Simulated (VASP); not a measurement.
# FeO (Wuestite) in VASP: further runs

Aim: see how the results for FeO (Wuestite) move with the level of theory and the settings. Levels: LDA, PBEsol. Tasks: relaxation of cell and atoms, single point.

All numbers are computed with VASP 6.6.1; they aren't measurements. Logs are shortened: lines on timing, memory, paths and dates and some standing lists are left out, and cuts for length are marked.

**The experiment to reproduce.**

“W\"ustite: Electric, thermodynamic and optical properties of FeO”, 2012, arxiv:1203.1201 quotes, for a bulk crystal of FeO: band gap 2.4 eV (optical).

The runs below are set against these values where they give the same quantity.

### Step 1. The cell of the first run

It takes space group Fm-3m (No. 225, cubic). The conventional cell has a = 4.311 Å, b = 4.311 Å, c = 4.311 Å, α = 90.00°, β = 90.00°, γ = 90.00°. Within 2.9 Å of Fe (site symmetry m-3m) lie 6 O at 2.16 Å. Within 2.9 Å of O (site symmetry m-3m) lie 6 Fe at 2.16 Å.

### Step 2. Relaxation of cell and atoms, LDA, collinear spin, ferromagnetic start

INCAR

```
PREC = Accurate
ENCUT = 600
EDIFF = 1E-7
ISMEAR = -1
SIGMA = 0.05
LREAL = F
LASPH = T
NELM = 200
ALGO = Normal
ISIF = 3
LWAVE = F
LCHARG = F
ISPIN = 2
MAGMOM = 3 0
LORBIT = 11
LMAXMIX = 4
GGA = CA
IBRION = 2
NSW = 60
EDIFFG = -0.01
GGA_COMPAT = F
NELMIN = 4
```

KPOINTS

```
regular mesh
0
Gamma
  11 11 11
```

POSCAR

```
FeO
1.0
    0.0000000000      2.1554000000      2.1554000000
    2.1554000000      0.0000000000      2.1554000000
    2.1554000000      2.1554000000      0.0000000000
Fe O
1 1
Direct
    0.0000000000      0.0000000000      0.0000000000
    0.5000000000      0.5000000000      0.5000000000
```

Potentials or basis: VASP PAW LDA potentials, release 64 (Fe_sv, O).

Command:

```console
cat potpaw_LDA.64/Fe_sv/POTCAR potpaw_LDA.64/O/POTCAR > POTCAR
mpirun -np 1 vasp_std > vasp.out
```

OUTCAR:

```text
PREC = Accurate
   ENCUT = 600
   EDIFF = 1E-7
   ISMEAR = -1
   LREAL = F
   LASPH = T
   NELM = 200
   ISIF = 3
   ISPIN = 2
   LORBIT = 11
   GGA = CA
   IBRION = 2
   NSW = 60
   EDIFFG = -0.01
   NELMIN = 4

 ion  position               nearest neighbor table
   1  0.000  0.000  0.000-   2 2.16   2 2.16   2 2.16   2 2.16   2 2.16   2 2.16
   2  0.500  0.500  0.500-   1 2.16   1 2.16   1 2.16   1 2.16   1 2.16   1 2.16

  LATTYP: Found a face centered cubic cell.
 ALAT       =     4.3108000000

  Lattice vectors:

 A1 = (   0.0000000000,   2.1554000000,   2.1554000000)
 A2 = (   2.1554000000,   0.0000000000,   2.1554000000)
 A3 = (   2.1554000000,   2.1554000000,   0.0000000000)

Analysis of symmetry for initial positions (statically):
=====================================================================
 Subroutine PRICEL returns:
 Original cell was already a primitive cell.

 Routine SETGRP: Setting up the symmetry group for a
 face centered cubic supercell.

 Subroutine GETGRP returns: Found 48 space group operations
 (whereof 48 operations were pure point group operations)
 out of a pool of 48 trial point group operations.

The static configuration has the point symmetry O_h .

Analysis of symmetry for dynamics (positions and initial velocities):
=====================================================================
 Subroutine PRICEL returns:
 Original cell was already a primitive cell.

 Routine SETGRP: Setting up the symmetry group for a
 face centered cubic supercell.

 Subroutine GETGRP returns: Found 48 space group operations
 (whereof 48 operations were pure point group operations)
 out of a pool of 48 trial point group operations.

The dynamic configuration has the point symmetry O_h .

Analysis of structural, dynamic, and magnetic symmetry:
=====================================================================
 Subroutine PRICEL returns:
 Original cell was already a primitive cell.

 Routine SETGRP: Setting up the symmetry group for a
 face centered cubic supercell.

 Subroutine GETGRP returns: Found 48 space group operations
 (whereof 48 operations were pure point group operations)
 out of a pool of 48 trial point group operations.

The overall configuration has the point symmetry O_h .

 Subroutine INISYM returns: Found 48 space group operations
 (whereof 48 operations are pure point group operations),
 and found     1 'primitive' translations

----------------------------------------------------------------------------------------

                                     Primitive cell

  volume of cell :      20.0269

  direct lattice vectors                    reciprocal lattice vectors
     0.000000000  2.155400000  2.155400000    -0.231975503  0.231975503  0.231975503
     2.155400000  0.000000000  2.155400000     0.231975503 -0.231975503  0.231975503
     2.155400000  2.155400000  0.000000000     0.231975503  0.231975503 -0.231975503

  length of vectors
     3.048195912  3.048195912  3.048195912     0.401793358  0.401793358  0.401793358

  position of ions in fractional coordinates (direct lattice)
     0.000000000  0.000000000  0.000000000
     0.500000000  0.500000000  0.500000000

  ion indices of the primitive-cell ions
   primitive index   ion index
                 1           1
                 2           2

----------------------------------------------------------------------------------------

 KPOINTS: regular mesh

Automatic generation of k-mesh.
 Grid dimensions read from file:
 generate k-points for:   11   11   11

 Generating k-lattice:

  Cartesian coordinates                     Fractional coordinates (reciprocal lattice)
    -0.021088682  0.021088682  0.021088682     0.090909091  0.000000000  0.000000000
     0.021088682 -0.021088682  0.021088682     0.000000000  0.090909091  0.000000000
     0.021088682  0.021088682 -0.021088682     0.000000000  0.000000000  0.090909091

  Length of vectors
     0.036526669  0.036526669  0.036526669

  Shift w.r.t. Gamma in fractional coordinates (k-lattice)
     0.000000000  0.000000000  0.000000000

 Subroutine IBZKPT returns following result:
 ===========================================

 Found     56 irreducible k-points:

 Following reciprocal coordinates:
            Coordinates               Weight
  0.000000  0.000000  0.000000      1.000000
  0.090909  0.000000  0.000000      8.000000
  0.181818  0.000000  0.000000      8.000000
  0.272727  0.000000  0.000000      8.000000
  0.363636  0.000000  0.000000      8.000000
  0.454545  0.000000  0.000000      8.000000
[... 16 lines left out ...]
 -0.272727  0.181818  0.000000     24.000000
 -0.181818  0.181818  0.000000     12.000000
 [... further k-points ...]
   k-points           NKPTS =     56   k-points in BZ     NKDIM =     56   number of bands    NBANDS=     17
   number of dos      NEDOS =    301   number of ions     NIONS =      2
   total plane-waves  NPLWV =  13824
   dimension x,y,z NGX =    24 NGY =   24 NGZ =   24
   dimension x,y,z NGXF=    48 NGYF=   48 NGZF=   48
   ions per type =               1   1
   NGX,Y,Z   is equivalent  to a cutoff of  13.09, 13.09, 13.09 a.u.
   NGXF,Y,Z  is equivalent  to a cutoff of  26.18, 26.18, 26.18 a.u.
 SYSTEM =  unknown system
   PREC   = accura    normal or accurate (medium, high low for compatibility)
   ISTART =      0    job   : 0-new  1-cont  2-samecut
   ICHARG =      2    charge: 1-file 2-atom 10-const
   ISPIN  =      2    spin polarized calculation?
   LNONCOLLINEAR =      F non collinear calculations
   LSORBIT =      F    spin-orbit coupling
   LASPH  =      T    aspherical Exc in radial PAW
   ENCUT  =  600.0 eV  44.10 Ry    6.64 a.u.   6.09  6.09  6.09*2*pi/ulx,y,z
   NELM   =    200;   NELMIN=  4; NELMDL= -5     # of ELM steps
   EDIFF  = 0.1E-06   stopping-criterion for ELM
   LREAL  =      F    real-space projection
   EDIFFG = -.1E-01   stopping-criterion for IOM
   NSW    =     60    number of steps for IOM
   IBRION =      2    ionic relax: 0-MD 1-quasi-New 2-CG
   NFREE  =      1    steps in history (QN), initial steepest desc. (CG)
   ISIF   =      3    stress and relaxation
   ISYM   =      2    0-nonsym 1-usesym 2-fastsym
   POTIM  = 0.5000    time-step for ionic-motion
   TEBEG  =    0.0;   TEEND  =   0.0 temperature during run
   PSTRESS=    0.0 pullay stress
   NELECT =      22.0000    total number of electrons
   NUPDOWN=      -1.0000    fix difference up-down
   EMIN   =  10.00;   EMAX   =-10.00  energy-range for DOS
   EFERMI =   0.00;   METHOD = LEGACY
   ISMEAR =    -1;   SIGMA  =   0.05  broadening in eV -4-tet -1-fermi 0-gaus
   EFERMI_NEDOS =   21; number of points for ismear=-14 and -15
   IALGO  =     38    algorithm
   IMIX   =      4    mixing-type and parameters
     AMIX     =   0.40;   BMIX     =  1.00
     AMIX_MAG =   1.60;   BMIX_MAG =  1.00
  volume/ion in A,a.u.               =      10.01        67.57
  Fermi-wavevector in a.u.,A,eV,Ry     =   1.689187  3.192101 38.822242  2.853354
  Thomas-Fermi vector in A             =   2.771359
   LORBIT       =     11    0 simple, 1 ext, 2 COOP (PROOUT), +10 PAW based schemes
   GGA     = CA    functional components
   LHFCALC =     F    Hartree Fock is set to
   AEXX    =    0.0000 exact exchange contribution
   IVDW    =     0    specifies the selected vdW correction
   LEPSILON=     F    determine dielectric tensor
   LRPA    =     F    only Hartree local field effects (RPA)
 conjugate gradient relaxation of ions
 spin polarized calculation
  energy-cutoff  :      600.00
  volume of cell :       20.03
 maximum number of plane-waves:       678
   NGX = 13   NGY = 13   NGZ = 13

--------------------------------------- Ionic step        1  -------------------------------------------

 number of electron      22.0000013 magnetization       3.9940429

 Free energy of the ion-electron system (eV)
  ---------------------------------------------------
  ext. energy  EPLUGINS =         0.00000000
  ---------------------------------------------------
  free energy    TOTEN  =       -16.48285987 eV

  energy without entropy =      -16.47013551  energy(sigma->0) =      -16.47649769

 E-fermi :   9.2927     XC(G=0): -13.0351

 val. band max:        9.2906086829   @ k =  -0.3636   0.2727   0.0909
 cond. band min:       9.3038611455   @ k =  -0.1818   0.0909   0.0000
 fundamental gap:      0.0132524626
 Fermi energy:         9.2927371809

 spin component 1

 k-point     1 :       0.0000    0.0000    0.0000
  band No.  band energies     occupation
      1     -79.3409      1.00000
      2     -45.8804      1.00000
      3     -45.8804      1.00000
      4     -45.8804      1.00000
      5     -11.1332      1.00000
      6       5.4870      1.00000
[... 9 lines left out ...]
     16      26.2312      0.00000
     17      26.2312      0.00000
[... 1038 lines left out ...]
 POSITION                                       TOTAL-FORCE (eV/Angst)
 -----------------------------------------------------------------------------------
      0.00000      0.00000      0.00000         0.000000      0.000000     -0.000000
      2.07739      2.07739      2.07739        -0.000000     -0.000000      0.000000
 -----------------------------------------------------------------------------------
    total drift:                                0.000000     -0.000000     -0.000000

  FREE ENERGIE OF THE ION-ELECTRON SYSTEM (eV)
  ---------------------------------------------------
  free  energy   TOTEN  =       -16.6013433463 eV

  energy  without entropy=      -16.5843700127  energy(sigma->0) =      -16.59285668

--------------------------------------- Ionic step        4  -------------------------------------------

 number of electron      21.9999990 magnetization       3.7066585

 Free energy of the ion-electron system (eV)
  ---------------------------------------------------
  ext. energy  EPLUGINS =         0.00000000
  ---------------------------------------------------
  free energy    TOTEN  =       -16.60138554 eV

  energy without entropy =      -16.58465095  energy(sigma->0) =      -16.59301824

 E-fermi :  10.9331     XC(G=0): -13.6851

 val. band max:       10.9246474642   @ k =  -0.4545   0.1818   0.0909
 cond. band min:      10.9356373594   @ k =   0.1818   0.1818   0.0000
 fundamental gap:      0.0109898952
 Fermi energy:        10.9330945836

 spin component 1

 k-point     1 :       0.0000    0.0000    0.0000
  band No.  band energies     occupation
      1     -77.5401      1.00000
      2     -44.0840      1.00000
      3     -44.0840      1.00000
      4     -44.0840      1.00000
      5     -10.4945      1.00000
      6       6.6542      1.00000
[... 9 lines left out ...]
     16      28.8429      0.00000
     17      28.8429      0.00000
[... 966 lines left out ...]
 POSITION                                       TOTAL-FORCE (eV/Angst)
 -----------------------------------------------------------------------------------
      0.00000      0.00000      0.00000         0.000000     -0.000000      0.000000
      2.07895      2.07895      2.07895        -0.000000      0.000000     -0.000000
 -----------------------------------------------------------------------------------
    total drift:                                0.000000     -0.000000     -0.000000

  FREE ENERGIE OF THE ION-ELECTRON SYSTEM (eV)
  ---------------------------------------------------
  free  energy   TOTEN  =       -16.6013855401 eV

  energy  without entropy=      -16.5846509469  energy(sigma->0) =      -16.59301824

 reached required accuracy - stopping structural energy minimisation

 total charge

# of ion       s       p       d       tot
------------------------------------------
    1        2.114   6.008   5.565  13.686
    2        1.543   3.459   0.000   5.002
--------------------------------------------------
tot          3.657   9.467   5.565  18.689

 magnetization (x)

# of ion       s       p       d       tot
------------------------------------------
    1        0.014   0.010   3.195   3.219
    2        0.033   0.237   0.000   0.271
--------------------------------------------------
tot          0.048   0.247   3.195   3.490
```

Wall time 70 s (1 thread of Intel Xeon 6975P-C (Granite Rapids), shared host); peak memory 0.16 GiB.

What came out:

```
Free energy                                           : -16.6014 eV
Relaxed volume                                        : 8.99 Å³/atom
Relaxed cell                                          : a = 2.940 Å, b = 2.940 Å, c = 2.940 Å, α = 60.00°, β = 60.00°, γ = 60.00°
Space group after relaxing (to 0.05 Å)                : Fm-3m (No. 225)
Energy gained by relaxing                             : 59.3 meV/atom
Ionic steps                                           : 4
Pressure after relaxing                               : 0.0 GPa
Net moment                                            : 3.71 μB per cell
Site moments                                          : Fe +3.22; O +0.27 μB
Valence electrons inside the program's atomic spheres : Fe 13.69; O 5.00
```

The path:
| step | energy change (eV) | largest force (eV/Å) | pressure (GPa) | volume (Å³) |
| --- | --- | --- | --- | --- |
| 1 | 0.0000 | 0.0000 | -17.66 | 20.03 |
| 2 | -0.0930 | 0.0000 | 9.25 | 16.99 |
| 3 | -0.1185 | 0.0000 | 0.33 | 17.93 |
| 4 | -0.1185 | 0.0000 | -0.01 | 17.97 |

Final structure:
```
CELL_PARAMETERS angstrom
0.00000 2.07895 2.07895
2.07895 0.00000 2.07895
2.07895 2.07895 0.00000
ATOMIC_POSITIONS crystal
Fe 0.00000 0.00000 0.00000
O 0.50000 0.50000 0.50000
```

Caveat: the volume moved by -10 % from the deposited cell, more than functionals usually miss; a cell with one magnetic atom can't hold antiferromagnetic order, which such compounds often take; semilocal functionals often make such compounds metallic where correlation or magnetic order opens a gap, which also shifts bond lengths.

[end of part 1 of 2]
